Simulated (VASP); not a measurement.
Wanted: the native input for a VASP 6.6.1 run.

```
Task                   : relaxation of cell and atoms
Functional             : LDA
Potentials or basis    : VASP PAW LDA potentials, release 64 (Ir)
Cutoff                 : 600 eV
k mesh                 : 10 × 10 × 13
Occupations            : fermi-dirac, width 0.08 eV
Spin                   : no spin polarisation
Target pressure        : 340 GPa
Dipole correction      : no
Further INCAR settings : ALGO = Normal; EDIFF = 1e-07; IBRION = 2; EDIFFG = -0.005; NSW = 60; ISIF = 3
```

The structure of Ir lies in POSCAR:

```
Ir
1.0
    3.7829505215      0.0000000000      0.0000000000
   -1.8914752607      3.2761312528      0.0000000000
    0.0000000000      0.0000000000      2.3454293233
Ir
3
Direct
    0.0000000000      0.0000000000      0.0000000000
    0.3333333333      0.6666666667      0.5000000000
    0.6666666667      0.3333333333      0.5000000000
```

This isn't the form of Ir at room conditions, which is fcc.

One way to write it, as run:

INCAR

```
PREC = Accurate
ENCUT = 600
EDIFF = 1E-7
ISMEAR = -1
SIGMA = 0.08
LREAL = False
LASPH = True
NELM = 100
ALGO = Normal
ISIF = 3
LWAVE = False
LCHARG = False
GGA = CA
IBRION = 2
NSW = 60
EDIFFG = -0.005
PSTRESS = 3400.0
```

KPOINTS

```
Automatic mesh
0
Gamma
  10 10 13
```

Potentials or basis: VASP PAW LDA potentials, release 64 (Ir).

The run is started by

```bash
$ cat potpaw_LDA.64/Ir/POTCAR > POTCAR
$ mpirun -np 1 vasp_std > vasp.out
```

It gave:

- Relaxed volume: 9.90 Å³/atom
- Relaxed cell: a = 3.841 Å, b = 3.841 Å, c = 2.326 Å, α = 90.00°, β = 90.00°, γ = 120.00°
- Space group after relaxing (to 0.1 Å): P6/mmm (No. 191)
- Energy change on relaxing (the run minimises the enthalpy): -505.3 meV/atom
- Ionic steps: 10
- Pressure after relaxing: 340.0 GPa
- Band gap on the k mesh: zero (an odd number of electrons rules out a gap without spin polarisation)

Caveat: the cell is relaxed towards a set pressure, so the run minimises the enthalpy, not the energy; spin-orbit coupling is left out, which moves the levels of the heavy elements.

It took 11 min on 1 thread of Intel Xeon 8259CL (shared host), peak memory 0.18 GiB.
